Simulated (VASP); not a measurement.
# MoS2 (P-3m1) in VASP: single point with BLYP+D3(BJ)

Aim: the single point of MoS2 with BLYP+D3(BJ).

All numbers are computed with VASP 6.6.1; they aren't measurements. Logs are shortened: lines on timing, memory, paths and dates and some standing lists are left out, and cuts for length are marked.

**1. The cell of the first run**

The typed cell holds 6 atoms: a = 3.180 Å, b = 3.180 Å, c = 11.834 Å, α = 90.00°, β = 90.00°, γ = 120.00°.

**2. Single point, BLYP+D3(BJ)**

The input, INCAR:

```
PREC     = Accurate       # precision mode
ENCUT    = 520            # plane-wave cutoff, eV
EDIFF    = 1E-7           # SCF threshold, eV
ISMEAR   = -1             # smearing method
SIGMA    = 0.05           # smearing width, eV
LREAL    = False          # projectors in reciprocal space
LASPH    = True           # aspherical terms in the spheres
NELM     = 80             # most SCF steps
ALGO     = Normal         # electronic algorithm
ISIF     = 2              # what is computed and relaxed
LWAVE    = False          # write WAVECAR
LCHARG   = False          # write CHGCAR
GGA      = B5             # functional
ALDAX    = 1.0          
AGGAX    = 1.0          
AGGAC    = 1.0          
ALDAC    = 0.0          
IVDW     = 12             # dispersion correction
VDW_S6   = 1.0          
VDW_S8   = 2.6996       
VDW_A1   = 0.4298       
VDW_A2   = 4.2359       
NBANDS   = 35             # bands
```

The input, KPOINTS:

```
Automatic mesh
0
Gamma
  10 10 2
```

The input, POSCAR:

```
MoS2
1.0
    3.1798616039      0.0000000000      0.0000000000
   -1.5899308019      2.7538409295      0.0000000000
    0.0000000000      0.0000000000     11.8335376951
Mo S
2 4
Direct
    0.3333333333      0.6666666667      0.7500970549
    0.6666666667      0.3333333333      0.2499029451
    0.6666666667      0.3333333333      0.6174349500
    0.3333333333      0.6666666667      0.1172427949
    0.6666666667      0.3333333333      0.8827572051
    0.3333333333      0.6666666667      0.3825650500
```

Potentials or basis: VASP PAW PBE potentials, release 64 (Mo_sv, S).

Command:

```sh
$ cat potpaw_PBE.64/Mo_sv/POTCAR potpaw_PBE.64/S/POTCAR > POTCAR
$ mpirun -np 1 vasp_std > vasp.out
```

OUTCAR:

```text
PREC = Accurate
   ENCUT = 520
   EDIFF = 1E-7
   ISMEAR = -1
   LREAL = False
   LASPH = True
   NELM = 80
   ISIF = 2
   GGA = B5
   IVDW = 12
 IVDW          = 12

 ion  position               nearest neighbor table
   1  0.333  0.667  0.750-   5 2.42   5 2.42   5 2.42   3 2.42   3 2.42   3 2.42
   2  0.667  0.333  0.250-   4 2.42   4 2.42   4 2.42   6 2.42   6 2.42   6 2.42
   3  0.667  0.333  0.617-   1 2.42   1 2.42   1 2.42
   4  0.333  0.667  0.117-   2 2.42   2 2.42   2 2.42
   5  0.667  0.333  0.883-   1 2.42   1 2.42   1 2.42
   6  0.333  0.667  0.383-   2 2.42   2 2.42   2 2.42

  LATTYP: Found a hexagonal cell.
 ALAT       =     3.1798616039
 C/A-ratio  =     3.7214002272

  Lattice vectors:

 A1 = (   3.1798616039,   0.0000000000,   0.0000000000)
 A2 = (  -1.5899308019,   2.7538409295,   0.0000000000)
 A3 = (   0.0000000000,   0.0000000000,  11.8335376951)

Analysis of symmetry for initial positions (statically):
=====================================================================
 Subroutine PRICEL returns:
 Original cell was already a primitive cell.

 Routine SETGRP: Setting up the symmetry group for a
 hexagonal supercell.

 Subroutine GETGRP returns: Found 12 space group operations
 (whereof 12 operations were pure point group operations)
 out of a pool of 24 trial point group operations.

The static configuration has the point symmetry D_3d.

Analysis of symmetry for dynamics (positions and initial velocities):
=====================================================================
 Subroutine PRICEL returns:
 Original cell was already a primitive cell.

 Routine SETGRP: Setting up the symmetry group for a
 hexagonal supercell.

 Subroutine GETGRP returns: Found 12 space group operations
 (whereof 12 operations were pure point group operations)
 out of a pool of 24 trial point group operations.

The dynamic configuration has the point symmetry D_3d.

 Subroutine INISYM returns: Found 12 space group operations
 (whereof 12 operations are pure point group operations),
 and found     1 'primitive' translations

----------------------------------------------------------------------------------------

                                     Primitive cell

  volume of cell :     103.6243

[... 95 lines left out ...]
   NELM   =     80;   NELMIN=  2; NELMDL= -5     # of ELM steps
   EDIFF  = 0.1E-06   stopping-criterion for ELM
   LREAL  =      F    real-space projection
   EDIFFG = 0.1E-05   stopping-criterion for IOM
   NSW    =      0    number of steps for IOM
   IBRION =     -1    ionic relax: 0-MD 1-quasi-New 2-CG
   NFREE  =      0    steps in history (QN), initial steepest desc. (CG)
   ISIF   =      2    stress and relaxation
   ISYM   =      2    0-nonsym 1-usesym 2-fastsym
   POTIM  = 0.5000    time-step for ionic-motion
   TEBEG  =    0.0;   TEEND  =   0.0 temperature during run
   PSTRESS=    0.0 pullay stress
   NELECT =      52.0000    total number of electrons
   NUPDOWN=      -1.0000    fix difference up-down
   EMIN   =  10.00;   EMAX   =-10.00  energy-range for DOS
   EFERMI =   0.00;   METHOD = LEGACY
   ISMEAR =    -1;   SIGMA  =   0.05  broadening in eV -4-tet -1-fermi 0-gaus
   EFERMI_NEDOS =   21; number of points for ismear=-14 and -15
   IALGO  =     38    algorithm
   IMIX   =      4    mixing-type and parameters
     AMIX     =   0.40;   BMIX     =  1.00
     AMIX_MAG =   1.60;   BMIX_MAG =  1.00
  volume/ion in A,a.u.               =      17.27       116.55
  Fermi-wavevector in a.u.,A,eV,Ry     =   1.300934  2.458409 23.026911  1.692430
  Thomas-Fermi vector in A             =   2.432101
   LORBIT       =      0    0 simple, 1 ext, 2 COOP (PROOUT), +10 PAW based schemes
   GGA     = B5    functional components
   LHFCALC =     F    Hartree Fock is set to
   AEXX    =    0.0000 exact exchange contribution
   IVDW    =    12    specifies the selected vdW correction
   LEPSILON=     F    determine dielectric tensor
   LRPA    =     F    only Hartree local field effects (RPA)
 non-spin polarized calculation
  energy-cutoff  :      520.00
  volume of cell :      103.62
 maximum number of plane-waves:      2812
 NGX is ok and might be reduce to    24
   NGX = 11   NGY = 11   NGZ = 45

 number of electron      52.0000002 magnetization

 Free energy of the ion-electron system (eV)
  ---------------------------------------------------
  ext. energy  EPLUGINS =         0.00000000
  ---------------------------------------------------
  free energy    TOTEN  =       -38.22403304 eV

  energy without entropy =      -38.22401383  energy(sigma->0) =      -38.22402343

 E-fermi :   8.8184     XC(G=0): -10.4645

 val. band max:        8.5120467472   @ k =   0.0000   0.0000   0.0000
 cond. band min:       9.2321399356   @ k =   0.2000   0.2000   0.0000
 fundamental gap:      0.7200931884
 Fermi energy:         8.8183832281

 k-point     1 :       0.0000    0.0000    0.0000
  band No.  band energies     occupation
      1     -52.9987      2.00000
      2     -52.9987      2.00000
      3     -27.2499      2.00000
      4     -27.2497      2.00000
      5     -27.0558      2.00000
      6     -27.0558      2.00000
[... 901 lines left out ...]
     34      11.8883      0.00000
     35      14.5814      0.00000

 [... further k-points ...]

------------------------ aborting loop because EDIFF is reached ----------------------------------------

 Edisp (eV)   -5.80087

 E8    (eV) :    -4.1116

  FORCE on cell =-STRESS in cart. coord.  units (eV):
  Direction    XX          YY          ZZ          XY          YZ          ZX
  --------------------------------------------------------------------------------------
  -------------------------------------------------------------------------------------
  Total       0.01947     0.01947    -0.04288     0.00000    -0.00000     0.00000
  in kB       0.30098     0.30098    -0.66295     0.00000    -0.00000     0.00000
  external pressure =       -0.02 kB  Pullay stress =        0.00 kB

 VOLUME and BASIS-vectors are now :
 -----------------------------------------------------------------------------
  energy-cutoff  :      520.00
  volume of cell :      103.62
      direct lattice vectors                 reciprocal lattice vectors
     3.179861604  0.000000000  0.000000000     0.314479095  0.181564590  0.000000000
    -1.589930802  2.753840929  0.000000000     0.000000000  0.363129181  0.000000000
     0.000000000  0.000000000 11.833537695     0.000000000  0.000000000  0.084505583

 POSITION                                       TOTAL-FORCE (eV/Angst)
 -----------------------------------------------------------------------------------
     -0.00000      1.83589      8.87630         0.000000      0.000000     -0.000937
      1.58993      0.91795      2.95724        -0.000000      0.000000      0.000937
      1.58993      0.91795      7.30644        -0.000000      0.000000     -0.004556
     -0.00000      1.83589      1.38740         0.000000     -0.000000     -0.000713
      1.58993      0.91795     10.44614        -0.000000      0.000000      0.000713
     -0.00000      1.83589      4.52710        -0.000000      0.000000      0.004556
 -----------------------------------------------------------------------------------
    total drift:                               -0.000000      0.000000      0.000000

  FREE ENERGIE OF THE ION-ELECTRON SYSTEM (eV)
  ---------------------------------------------------
  free  energy   TOTEN  =       -44.0249058690 eV

  energy  without entropy=      -44.0248866622  energy(sigma->0) =      -44.02489627
```

OSZICAR:

```text
N       E                     dE             d eps       ncg     rms          rms(c)
DAV:   1     0.447481471787E+03    0.44748E+03   -0.29403E+04  2144   0.142E+03
DAV:   2    -0.186203798242E+02   -0.46610E+03   -0.45043E+03  2338   0.368E+02
DAV:   3    -0.410362012878E+02   -0.22416E+02   -0.21971E+02  2375   0.740E+01
DAV:   4    -0.414712279199E+02   -0.43503E+00   -0.43398E+00  2330   0.105E+01
DAV:   5    -0.414790407143E+02   -0.78128E-02   -0.78117E-02  2284   0.143E+00    0.318E+01
DAV:   6    -0.392293096168E+02    0.22497E+01   -0.14575E+01  2106   0.241E+01    0.130E+01
DAV:   7    -0.386055094263E+02    0.62380E+00   -0.69083E+00  2074   0.165E+01    0.808E+00
DAV:   8    -0.382209577695E+02    0.38455E+00   -0.87700E-01  2090   0.633E+00    0.317E+00
DAV:   9    -0.382360318469E+02   -0.15074E-01   -0.12355E-01  2238   0.175E+00    0.143E+00
DAV:  10    -0.382243309485E+02    0.11701E-01   -0.45386E-02  2137   0.140E+00    0.495E-01
DAV:  11    -0.382244028705E+02   -0.71922E-04   -0.27095E-03  2108   0.275E-01    0.282E-01
DAV:  12    -0.382240691883E+02    0.33368E-03   -0.59041E-04  2159   0.146E-01    0.138E-01
DAV:  13    -0.382240324326E+02    0.36756E-04   -0.22349E-04  2259   0.754E-02    0.918E-03
DAV:  14    -0.382240331070E+02   -0.67439E-06   -0.15126E-05  2121   0.186E-02    0.335E-02
DAV:  15    -0.382240330372E+02    0.69791E-07   -0.22723E-07  1951   0.265E-03
   1 F= -.44024906E+02 E0= -.44024896E+02  d E =-.192068E-04
```

Run time: 60 s. Hardware: 1 thread of Intel Xeon 6975P-C (Granite Rapids), shared host; peak memory 0.26 GiB.

What came out:

```
Free energy                : -44.0249 eV
Pressure                   : 0.0 GPa
Largest force              : 0.005 eV/Å
Band gap on the k mesh     : 0.72 eV (least direct gap 1.80 eV)
Dispersion energy per atom : -0.967 eV
```

Forces in eV/Å, atoms in the order of the input:
```
Mo   0.000  0.000 -0.001
Mo   0.000  0.000  0.001
S    0.000  0.000 -0.005
S    0.000  0.000 -0.001
S    0.000  0.000  0.001
S    0.000  0.000  0.005
```

Stress tensor (GPa, compression positive):
```
 0.03  0.00  0.00
 0.00  0.03  0.00
 0.00  0.00 -0.07
```

Levels at points of the mesh, in eV from the valence-band top:
| k point | band 22 | band 23 | band 24 | band 25 | band 26 | band 27 | band 28 | band 29 | band 30 | band 31 |
| --- | --- | --- | --- | --- | --- | --- | --- | --- | --- | --- |
| (0.00, 0.00, 0.00) | -2.26 | -2.26 | -1.27 | -0.92 | 0.00 | 1.89 | 1.89 | 1.94 | 1.94 | 1.95 |
| (0.50, 0.00, 0.00) | -2.53 | -1.97 | -1.63 | -1.51 | -1.31 | 1.36 | 1.44 | 1.76 | 2.07 | 2.66 |
| (0.00, 0.00, 0.50) | -2.31 | -2.31 | -2.31 | -0.22 | -0.22 | 1.88 | 1.88 | 1.88 | 1.88 | 2.12 |
| (0.50, 0.00, 0.50) | -2.77 | -1.80 | -1.80 | -1.39 | -1.39 | 1.39 | 1.39 | 1.93 | 1.93 | 3.10 |

Caveat: the PAW data sets were made with another functional, which shifts forces and pressure a little. A k mesh can miss the band edges.
